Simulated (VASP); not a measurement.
**TcIr: relaxation of cell and atoms with LDA**

The system is TcIr.

```
Ir Tc
1.0
     3.05002    0.00000    0.00000
     0.00000    3.05002    0.00000
     0.00000    0.00000    3.05002
Ir Tc
1 1
Direct
  0.00000 0.00000 0.00000
  0.50000 0.50000 0.50000
```

- Program: VASP 6.6.1
- Task: relaxation of cell and atoms
- Functional: LDA
- Potentials or basis: VASP PAW LDA potentials, release 64 (Ir, Tc_pv)
- Cutoff: 600 eV
- k mesh: 7 × 7 × 7
- Occupations: gaussian, width 0.05 eV
- Spin: no spin polarisation
- Dipole correction: no
- Further INCAR settings: ALGO = Normal; EDIFF = 1e-07; IBRION = 2; EDIFFG = -0.03; NSW = 80; ISIF = 3

```
Relaxed volume                         : 14.23 Å³/atom
Relaxed cell                           : a = 3.053 Å, b = 3.053 Å, c = 3.053 Å, α = 90.00°, β = 90.00°, γ = 90.00°
Space group after relaxing (to 0.05 Å) : Pm-3m (No. 221)
Energy gained by relaxing              : 0.2 meV/atom
Ionic steps                            : 3
Pressure after relaxing                : 0.0 GPa
Band gap on the k mesh                 : zero (band 11 reaches 11.87 eV, above the bottom of band 12 at 10.18 eV)
```

Step by step:
```tsv
step	energy change (eV)	largest force (eV/Å)	pressure (GPa)	volume (Å³)
1	0.0000	0.0000	1.11	28.37
2	0.0034	0.0000	-3.71	28.78
3	-0.0003	0.0000	-0.01	28.46
```

Final structure:
```
Ir Tc
1.0
     3.05329    0.00000    0.00000
     0.00000    3.05329    0.00000
     0.00000    0.00000    3.05329
Ir Tc
1 1
Direct
  0.00000 0.00000 0.00000
  0.50000 0.50000 0.50000
```

Levels at points of the mesh, in eV from the Fermi level:
```csv
k point,band 7,band 8,band 9,band 10,band 11,band 12,band 13,band 14,band 15
"(0.00, 0.00, 0.00)",-3.23,-3.23,-3.23,-0.01,-0.01,2.28,2.28,2.28,8.54
```

Wall time 7.7 s on 1 thread of Intel(R) Xeon(R) 6975P-C (Granite Rapids), with other jobs on the host, peak memory 0.13 GiB.

Caveat: spin-orbit coupling is left out, which moves the levels of the heavy elements.
